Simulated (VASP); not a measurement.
A run of VASP 6.6.1 is set up as follows.

File INCAR:

```
SYSTEM = H2CO2
PREC = Accurate
ENCUT = 520
EDIFF = 1E-7
ISMEAR = -1
SIGMA = 0.02
LREAL = Auto
LASPH = .TRUE.
NELM = 80
ALGO = Normal
ISIF = 2
LWAVE = .FALSE.
LCHARG = .FALSE.
GGA = PE
IVDW = 12
NBANDS = 98
```

KPOINTS

```
regular mesh
0
G
  1 1 1
  0 0 0
```

File POSCAR:

```
H2CO2
1.0
    7.9581140000      0.0000000000      0.0000000000
    0.0000000000      7.9581140000      0.0000000000
    0.0000000000      0.0000000000      7.9581140000
O C H
16 8 16
Direct
    0.1378910692      0.5095571009      0.2001133588
   -0.0688863883      0.6021209341      0.0275427487
    0.5611954748      0.4855923076      0.7035272597
    0.7536326175      0.6260892642      0.5460799220
    0.4636039845      0.0471826149      0.5902125802
    0.3808608988      0.0255462959      0.3169420892
    1.0372140719      0.0171094235      0.3356332549
    0.9565130282      0.1968514508      0.1266621593
   -0.0056454262      0.8126954871      0.7049881046
    0.1913531281      0.6744573506      0.5490985095
    0.7390905517      0.8726714651      1.0022487882
    0.5031657930      0.7497457757      0.8966712216
    0.9048932396      0.2215324073      0.7425007870
    1.1832988281      0.1845236114      0.6976338210
    0.4997851784      0.5087402339      0.2293048277
    0.3779386412      0.3386672086      0.0319950693
    0.0005856379      0.5969348154      0.1654348811
    0.6670868970      0.5022503687      0.5780909968
    0.4718515621     -0.0123990996      0.4353612272
    0.9265965285      0.1003692162      0.2411925905
    0.1514521645      0.7695949274      0.6625663283
    0.5806255047      0.8709623204      0.9534086390
    1.0509201801      0.2558430628      0.6678417956
    0.5011071103      0.3933179150      0.1048193053
    0.1783904199      0.4394365835      0.1036334222
   -0.0431318826      0.6656535014      0.2780365685
    0.5555830162      0.5910500977      0.7741061821
    0.6689330855      0.3875336157      0.5000344643
    0.3623747019      0.1208916179      0.6088330937
    0.5770410232     -0.1027255801      0.4241984156
    1.1567242160      0.0424853324      0.3061053985
    0.7975851037      0.0699480084      0.2840109585
   -0.0884729290      0.7472420435      0.6376025524
    0.2429816645      0.8320607447      0.7464493729
    0.7966109235      0.7582743675      0.9973264303
    0.5210096051      0.9954443020      0.9692375309
    0.9227903503      0.1319532977      0.8260212127
    1.0369613274      0.3592591199      0.5761455012
    0.3828015914      0.5441082976      0.2524001477
    0.6323145076      0.3545380923      0.0759349831
```

Potentials or basis: VASP PAW PBE potentials, release 64 (O, C, H).

Run with:

```bash
$ cat potpaw_PBE.64/O/POTCAR potpaw_PBE.64/C/POTCAR potpaw_PBE.64/H/POTCAR > POTCAR
$ mpirun -np 1 vasp_gam > vasp.out
```

(1) Estimate the largest force.

(2) Predict the pressure.

## Answers

(1) 0.494 eV/Å.

(2) -0.3 GPa.

Caveat: the k points lie up to 0.79 Å⁻¹ apart.
